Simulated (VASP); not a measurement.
# W (I4/mmm) in VASP: further runs

Runs on W. Level: PBEsol. Tasks: single point.

Everything below comes from runs of VASP 6.6.1. Logs are shortened: lines on timing, memory, paths and dates and some standing lists are left out, and cuts for length are marked.

## Step 1: The cell of the first run

The structure is tetragonal, space group I4/mmm (No. 139). The conventional cell has a = 3.238 Å, b = 3.238 Å, c = 3.109 Å, α = 90.00°, β = 90.00°, γ = 90.00°. Within 3.6 Å of W (site symmetry 4/mmm) lie 14 W at 2.77 to 3.24 Å.

## Step 2: Single point, PBEsol

INCAR

```
PREC = Accurate ; ENCUT = 520
EDIFF = 1E-6 ; ISMEAR = 0
SIGMA = 0.15 ; LREAL = F
LASPH = T ; NELM = 60
ALGO = Fast ; ISIF = 2
LWAVE = F ; LCHARG = F
GGA = PS ; NBANDS = 13
```

KPOINTS

```
Automatic mesh
0
Gamma
  24 24 24
```

POSCAR

```
W
1.0
   -1.6191835413      1.6191835413      1.5544161996
    1.6191835413     -1.6191835413      1.5544161996
    1.6191835413      1.6191835413     -1.5544161996
W
1
Direct
    0.0000000000      0.0000000000      0.0000000000
```

Potentials or basis: VASP PAW PBE potentials, release 64 (W_sv).

Command:

```
> cat potpaw_PBE.64/W_sv/POTCAR > POTCAR
> mpirun -np 1 vasp_std > vasp.out
```

OUTCAR:

```text
PREC = Accurate
   ENCUT = 520
   EDIFF = 1E-6
   ISMEAR = 0
   LREAL = F
   LASPH = T
   NELM = 60
   ISIF = 2
   GGA = PS

 ion  position               nearest neighbor table
   1  0.000  0.000  0.000-

  LATTYP: Found a body centered tetragonal cell.
 ALAT       =     3.2383670826
 C/A-ratio  =     0.9600000000

  Lattice vectors:

 A1 = (  -1.6191835413,   1.6191835413,   1.5544161996)
 A2 = (   1.6191835413,  -1.6191835413,   1.5544161996)
 A3 = (   1.6191835413,   1.6191835413,  -1.5544161996)

Analysis of symmetry for initial positions (statically):
=====================================================================
 Subroutine PRICEL returns:
 Original cell was already a primitive cell.

 Routine SETGRP: Setting up the symmetry group for a
 body centered tetragonal supercell.

 Subroutine GETGRP returns: Found 16 space group operations
 (whereof 16 operations were pure point group operations)
 out of a pool of 16 trial point group operations.

The static configuration has the point symmetry D_4h.

Analysis of symmetry for dynamics (positions and initial velocities):
=====================================================================
 Subroutine PRICEL returns:
 Original cell was already a primitive cell.

 Routine SETGRP: Setting up the symmetry group for a
 body centered tetragonal supercell.

 Subroutine GETGRP returns: Found 16 space group operations
 (whereof 16 operations were pure point group operations)
 out of a pool of 16 trial point group operations.

The dynamic configuration has the point symmetry D_4h.

 Subroutine INISYM returns: Found 16 space group operations
 (whereof 16 operations are pure point group operations),
 and found     1 'primitive' translations

----------------------------------------------------------------------------------------

                                     Primitive cell

  volume of cell :      16.3012

  direct lattice vectors                    reciprocal lattice vectors
    -1.619183541  1.619183541  1.554416200     0.000000000  0.308797605  0.321664172
     1.619183541 -1.619183541  1.554416200     0.308797605  0.000000000  0.321664172
     1.619183541  1.619183541 -1.554416200     0.308797605  0.308797605  0.000000000

  length of vectors
     2.767619989  2.767619989  2.767619989     0.445896626  0.445896626  0.436705761

  position of ions in fractional coordinates (direct lattice)
     0.000000000  0.000000000  0.000000000

  ion indices of the primitive-cell ions
   primitive index   ion index
                 1           1

----------------------------------------------------------------------------------------

 KPOINTS: Automatic mesh

Automatic generation of k-mesh.
 Grid dimensions read from file:
 generate k-points for:   24   24   24

 Generating k-lattice:

  Cartesian coordinates                     Fractional coordinates (reciprocal lattice)
     0.000000000  0.012866567  0.013402674     0.041666667  0.000000000  0.000000000
     0.012866567  0.000000000  0.013402674     0.000000000  0.041666667  0.000000000
     0.012866567  0.012866567  0.000000000     0.000000000  0.000000000  0.041666667

  Length of vectors
     0.018579026  0.018579026  0.018196073

  Shift w.r.t. Gamma in fractional coordinates (k-lattice)
     0.000000000  0.000000000  0.000000000

 Subroutine IBZKPT returns following result:
 ===========================================

 Found   1063 irreducible k-points:

 Following reciprocal coordinates:
            Coordinates               Weight
  0.000000  0.000000  0.000000      1.000000
  0.041667  0.000000  0.000000      8.000000
  0.083333  0.000000 -0.000000      8.000000
  0.125000  0.000000 -0.000000      8.000000
  0.166667  0.000000  0.000000      8.000000
  0.208333 -0.000000  0.000000      8.000000
[... 16 lines left out ...]
  0.416667  0.041667  0.000000     16.000000
  0.458333  0.041667 -0.000000     16.000000
 [... further k-points ...]
   k-points           NKPTS =   1063   k-points in BZ     NKDIM =   1063   number of bands    NBANDS=     13
   number of dos      NEDOS =    301   number of ions     NIONS =      1
   total plane-waves  NPLWV =  13824
   dimension x,y,z NGX =    24 NGY =   24 NGZ =   24
   dimension x,y,z NGXF=    48 NGYF=   48 NGZF=   48
   ions per type =               1
   NGX,Y,Z   is equivalent  to a cutoff of  14.42, 14.42, 14.42 a.u.
   NGXF,Y,Z  is equivalent  to a cutoff of  28.83, 28.83, 28.83 a.u.
 SYSTEM =  unknown system
   PREC   = accura    normal or accurate (medium, high low for compatibility)
   ISTART =      0    job   : 0-new  1-cont  2-samecut
   ICHARG =      2    charge: 1-file 2-atom 10-const
   ISPIN  =      1    spin polarized calculation?
   LNONCOLLINEAR =      F non collinear calculations
   LSORBIT =      F    spin-orbit coupling
   LASPH  =      T    aspherical Exc in radial PAW
   ENCUT  =  520.0 eV  38.22 Ry    6.18 a.u.   5.15  5.15  5.15*2*pi/ulx,y,z
   NELM   =     60;   NELMIN=  2; NELMDL= -5     # of ELM steps
   EDIFF  = 0.1E-05   stopping-criterion for ELM
   LREAL  =      F    real-space projection
   EDIFFG = 0.1E-04   stopping-criterion for IOM
   NSW    =      0    number of steps for IOM
   IBRION =     -1    ionic relax: 0-MD 1-quasi-New 2-CG
   NFREE  =      0    steps in history (QN), initial steepest desc. (CG)
   ISIF   =      2    stress and relaxation
   ISYM   =      2    0-nonsym 1-usesym 2-fastsym
   POTIM  = 0.5000    time-step for ionic-motion
   TEBEG  =    0.0;   TEEND  =   0.0 temperature during run
   PSTRESS=    0.0 pullay stress
   NELECT =      14.0000    total number of electrons
   NUPDOWN=      -1.0000    fix difference up-down
   EMIN   =  10.00;   EMAX   =-10.00  energy-range for DOS
   EFERMI =   0.00;   METHOD = LEGACY
   ISMEAR =     0;   SIGMA  =   0.15  broadening in eV -4-tet -1-fermi 0-gaus
   EFERMI_NEDOS =   21; number of points for ismear=-14 and -15
   IALGO  =     68    algorithm
   IMIX   =      4    mixing-type and parameters
     AMIX     =   0.40;   BMIX     =  1.00
     AMIX_MAG =   1.60;   BMIX_MAG =  1.00
  volume/ion in A,a.u.               =      16.30       110.01
  Fermi-wavevector in a.u.,A,eV,Ry     =   1.556125  2.940649 32.946829  2.421524
  Thomas-Fermi vector in A             =   2.659966
   LORBIT       =      0    0 simple, 1 ext, 2 COOP (PROOUT), +10 PAW based schemes
   GGA     = PS    functional components
   LHFCALC =     F    Hartree Fock is set to
   AEXX    =    0.0000 exact exchange contribution
   IVDW    =     0    specifies the selected vdW correction
   LEPSILON=     F    determine dielectric tensor
   LRPA    =     F    only Hartree local field effects (RPA)
 non-spin polarized calculation
 RMM-DIIS sequential band-by-band and
 Gauss-broadening in eV      SIGMA  =   0.15
  energy-cutoff  :      520.00
  volume of cell :       16.30
 maximum number of plane-waves:       451
 NGX is ok and might be reduce to    24
   NGX = 11   NGY = 11   NGZ = 11

 number of electron      14.0000001 magnetization

 Free energy of the ion-electron system (eV)
  ---------------------------------------------------
  ext. energy  EPLUGINS =         0.00000000
  ---------------------------------------------------
  free energy    TOTEN  =       -13.77033030 eV

  energy without entropy =      -13.76526534  energy(sigma->0) =      -13.76779782

 E-fermi :  10.9000     XC(G=0): -13.6029

 val. band max:       10.8998702236   @ k =  -0.3333   0.3333   0.2500
 cond. band min:      10.9036698768   @ k =  -0.2500   0.3333   0.1250
 fundamental gap:      0.0037996531
 Fermi energy:        10.8999693994

 k-point     1 :       0.0000    0.0000    0.0000
  band No.  band energies     occupation
      1     -63.3085      2.00000
      2     -26.9134      2.00000
      3     -26.9134      2.00000
      4     -26.8899      2.00000
      5       1.3786      2.00000
      6       9.3464      2.00000
      7       9.8833      2.00000
      8       9.8833      2.00000
      9      12.6666      0.00000
     10      13.3829      0.00000
     11      25.1104      0.00000
     12      25.1104      0.00000
     13      25.9001      0.00000

 k-point     2 :       0.0417    0.0000    0.0000
  band No.  band energies     occupation
      1     -63.3064      2.00000
      2     -26.9282      2.00000
      3     -26.9204      2.00000
      4     -26.8972      2.00000
      5       1.4618      2.00000
      6       9.3573      2.00000
      7       9.8686      2.00000
      8       9.8986      2.00000
      9      12.6548      0.00000
     10      13.3174      0.00000
     11      25.2526      0.00000
     12      25.2543      0.00000
     13      26.0266      0.00000

 k-point     3 :       0.0833    0.0000   -0.0000
  band No.  band energies     occupation
      1     -63.3005      2.00000
      2     -26.9876      2.00000
      3     -26.9409      2.00000
      4     -26.9021      2.00000
      5       1.7067      2.00000
      6       9.3137      2.00000
      7       9.8144      2.00000
      8      10.0266      2.00000
      9      12.6141      0.00000
     10      13.1714      0.00000
     11      25.5891      0.00000
     12      25.6782      0.00000
     13      26.4235      0.00000
[... 305 lines left out ...]
 k-point    23 :       0.4167    0.0417    0.0000
  band No.  band energies     occupation
      1     -63.1918      2.00000
      2     -28.0327      2.00000
      3     -27.2996      2.00000
      4     -26.9338      2.00000
      5       4.8488      2.00000
      6       7.3506      2.00000
      7      10.8949      1.03799
      8      13.0788      0.00000
      9      14.1342      0.00000
     10      16.3717      0.00000
     11      22.0744      0.00000
     12      22.6278      0.00000
     13      27.6385      0.00000

 k-point    24 :       0.4583    0.0417   -0.0000
  band No.  band energies     occupation
      1     -63.1878      2.00000
      2     -28.0683      2.00000
      3     -27.3131      2.00000
      4     -26.9341      2.00000
      5       4.8347      2.00000
      6       7.2902      2.00000
      7      11.3491      0.00002
      8      13.0310      0.00000
      9      14.2116      0.00000
     10      16.8349      0.00000
     11      21.5642      0.00000
     12      22.3844      0.00000
     13      27.0182      0.00000

 [... further k-points ...]

------------------------ aborting loop because EDIFF is reached ----------------------------------------

  FORCE on cell =-STRESS in cart. coord.  units (eV):
  Direction    XX          YY          ZZ          XY          YZ          ZX
  --------------------------------------------------------------------------------------
  -------------------------------------------------------------------------------------
  Total       -1.5352383     -1.5352383     -0.1825161      0.0000000     -0.0000000     -0.0000000
  in kB     -150.8922454   -150.8922454    -17.9387510      0.0000000     -0.0000000     -0.0000000
  external PRESSURE =    -106.5744139 kB  Pullay stress =       0.0000000 kB

 VOLUME and BASIS-vectors are now :
 -----------------------------------------------------------------------------
  energy-cutoff  :      520.00
  volume of cell :       16.30
      direct lattice vectors                 reciprocal lattice vectors
    -1.619183541  1.619183541  1.554416200     0.000000000  0.308797605  0.321664172
     1.619183541 -1.619183541  1.554416200     0.308797605  0.000000000  0.321664172
     1.619183541  1.619183541 -1.554416200     0.308797605  0.308797605  0.000000000

 POSITION                                       TOTAL-FORCE (eV/Angst)
 -----------------------------------------------------------------------------------
      0.00000      0.00000      0.00000         0.000000      0.000000     -0.000000
 -----------------------------------------------------------------------------------
    total drift:                               -0.000000      0.000000      0.000000

  FREE ENERGIE OF THE ION-ELECTRON SYSTEM (eV)
  ---------------------------------------------------
  free  energy   TOTEN  =       -13.7703302966 eV

  energy  without entropy=      -13.7652653433  energy(sigma->0) =      -13.76779782
```

It took 3 min on 1 thread of Intel Xeon 6975P-C, shared host; peak memory 0.32 GiB.

Results:

```yaml
Free_energy: -13.7703 eV
Pressure: -10.7 GPa
Band_gap_on_the_k_mesh: zero (band 7 reaches 15.80 eV, above the bottom of band 8 at 9.74 eV)
```

Levels at points of the mesh, in eV from the Fermi level:
| k point | band 5 | band 6 | band 7 | band 8 | band 9 | band 10 |
| --- | --- | --- | --- | --- | --- | --- |
| (0.00, 0.00, 0.00) | -9.52 | -1.55 | -1.02 | -1.02 | 1.77 | 2.48 |
| (0.50, 0.00, 0.00) | -6.13 | -3.64 | 0.69 | 2.12 | 3.24 | 5.91 |
| (0.50, 0.50, 0.00) | -6.15 | -3.09 | 0.37 | 1.56 | 2.73 | 5.81 |
| (0.50, 0.50, 0.50) | -5.71 | -5.60 | 4.90 | 4.90 | 5.07 | 7.64 |

Caveat: the PAW data sets were made with another functional, which shifts forces and pressure a little; spin-orbit coupling is left out, which moves the levels of the heavy elements.

## Step 3: Single point, PBEsol

INCAR

```
SYSTEM = W
PREC = Accurate ; ENCUT = 520
EDIFF = 1E-6 ; ISMEAR = 0
SIGMA = 0.15 ; LREAL = .False.
LASPH = .True. ; NELM = 60
ALGO = Fast ; ISIF = 2
LWAVE = .False. ; LCHARG = .True.
GGA = PS ; LELF = .True.
LVHAR = .True. ; NBANDS = 13
```

KPOINTS

```
regular mesh
0
Gamma
  24 24 24
  0 0 0
```

POSCAR

```
W
1.0
   -1.5715325909      1.5715325909      1.6501092204
    1.5715325909     -1.5715325909      1.6501092204
    1.5715325909      1.5715325909     -1.6501092204
W
1
Direct
    0.0000000000      0.0000000000      0.0000000000
```

Potentials or basis: VASP PAW PBE potentials, release 64 (W_sv).

Command:

```
> cat potpaw_PBE.64/W_sv/POTCAR > POTCAR
> mpirun -np 1 vasp_std > vasp.out
```

It took 2.9 min on 1 thread of Intel Xeon 6975P-C, shared host; peak memory 0.32 GiB.

The run converged. Its results:

```
Free energy            : -13.7644 eV
Pressure               : -10.6 GPa
Band gap on the k mesh : zero (band 7 reaches 15.72 eV, above the bottom of band 8 at 9.92 eV)
```

Stress tensor (GPa, compression positive):
```
 -5.84   0.00   0.00
  0.00  -5.84   0.00
  0.00   0.00 -20.02
```

Levels at points of the mesh, in eV from the Fermi level:
```tsv
k point	band 5	band 6	band 7	band 8	band 9	band 10
(0.00, 0.00, 0.00)	-9.52	-1.39	-1.39	-0.79	1.71	2.52
(0.50, 0.00, 0.00)	-6.14	-3.24	0.47	1.60	3.00	5.82
(0.50, 0.50, 0.00)	-6.12	-3.86	0.83	2.57	3.26	5.98
(0.50, 0.50, 0.50)	-5.72	-5.58	4.82	5.03	5.03	7.15
```

Caveat: the PAW data sets were made with another functional, which shifts forces and pressure a little; spin-orbit coupling is left out, which moves the levels of the heavy elements.
